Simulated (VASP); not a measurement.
Crystal: LiH5.

```xyz
6
Lattice="7.4658 0.0000 0.0000 0.0000 2.3554 1.6615 0.0000 -2.3554 1.6615" Properties=species:S:1:pos:R:3 pbc="T T T"
Li    3.7329    0.0000    2.1096
H     0.7912   -1.1282    1.1591
H     6.6746    1.1282    1.1591
H     0.7912    1.1282    1.1591
H     6.6746   -1.1282    1.1591
H     0.0000    0.0000    2.3355
```

The cell was generated, and may not be a known phase.

| Item | Value |
| --- | --- |
| Program | VASP 6.6.1 |
| Task | relaxation of cell and atoms |
| Functional | PBE |
| Potentials or basis | VASP PAW PBE potentials, release 64 (Li_sv, H) |
| Cutoff | 750 eV |
| k mesh | 4 × 6 × 6 |
| Occupations | gaussian, width 0.1 eV |
| Spin | no spin polarisation |

At the start: pressure -8.7 GPa; volume 9.74 Å³/atom.

Task: Where does the relaxation end?

Result: Over 42 steps the energy falls by 619.0 meV/atom and the volume is 5.25 Å³/atom (-46.1 %); space group Amm2 (No. 38, to 0.1 Å) before and after.

The path:
```csv
step,energy change (eV),largest force (eV/Å),pressure (GPa),volume (Å³)
1,0.0000,0.8848,-8.73,58.44
3,-1.3552,0.8199,-0.82,42.22
5,-1.3445,0.9242,1.89,39.34
7,-1.3775,1.0125,5.56,36.96
9,-1.9197,0.9671,6.09,34.02
11,-2.5749,0.6843,-4.57,35.88
13,-2.8996,0.4657,-3.79,33.86
15,-3.2067,0.3599,2.01,29.36
17,-3.2874,0.3258,0.81,29.01
19,-3.2981,0.3431,0.45,28.97
21,-3.4296,0.1979,0.81,29.39
23,-3.4890,0.1444,1.85,29.54
25,-3.5320,0.1581,-0.63,32.66
27,-3.5585,0.0741,-1.97,32.79
29,-3.5829,0.0523,-0.90,32.09
31,-3.6420,0.0973,1.18,30.46
33,-3.6768,0.1143,3.32,29.34
35,-3.6921,0.1216,2.16,29.91
37,-3.6930,0.1407,1.70,30.21
39,-3.7041,0.1112,1.01,30.57
41,-3.7115,0.0691,-0.31,31.43
42,-3.7140,0.0369,-0.38,31.48
```

Final structure:
```cif
data_structure
_symmetry_space_group_name_H-M 'P 1'
_symmetry_Int_Tables_number 1
_cell_length_a 3.8353
_cell_length_b 3.9105
_cell_length_c 3.9105
_cell_angle_alpha 147.532
_cell_angle_beta 90.000
_cell_angle_gamma 90.000
_cell_volume 31.48
loop_
_atom_site_label
_atom_site_type_symbol
_atom_site_fract_x
_atom_site_fract_y
_atom_site_fract_z
_atom_site_occupancy
Li1 Li 0.50000 0.34459 0.34459 1
H1 H 0.24277 0.12353 0.63684 1
H2 H 0.75723 0.63684 0.12353 1
H3 H 0.24277 0.63684 0.12353 1
H4 H 0.75723 0.12353 0.63684 1
H5 H 0.00000 0.86756 0.86756 1
```

Caveat: the k points lie up to 0.50 Å⁻¹ apart in the final cell, too coarse for converged energies and pressures of a metal; the volume moved by over 15 % at a fixed basis, so the end points are rough.
